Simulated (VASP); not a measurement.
MgB2:

```xyz
3
Lattice="3.1256 0.0000 0.0000 -1.5628 2.7068 0.0000 0.0000 0.0000 3.5694" Properties=species:S:1:pos:R:3 pbc="T T T"
Mg    0.0000    0.0000    0.0000
B     1.5628    0.9023    1.7847
B     0.0000    1.8046    1.7847
```

Base run:

| Item | Value |
| --- | --- |
| Program | VASP 6.6.1 |
| Functional | revPBE |
| Potentials or basis | VASP PAW PBE potentials, release 64 (Mg, B) |
| Cutoff | 520 eV |
| k mesh | 10 × 10 × 8 |
| Occupations | fermi-dirac, width 0.05 eV |
| Spin | no spin polarisation |

Its results: band gap on the k mesh zero (band 4 reaches 6.19 eV, above the bottom of band 5 at 3.80 eV); pressure -4.2 GPa.

The run is repeated on the same cell with these changes: functional from revPBE to r2SCAN. What comes out?

Band gap on the k mesh zero (band 4 reaches 6.18 eV, above the bottom of band 5 at 3.69 eV); pressure -8.0 GPa.

Caveats: the PAW data sets were made with another functional, which shifts forces and pressure a little.
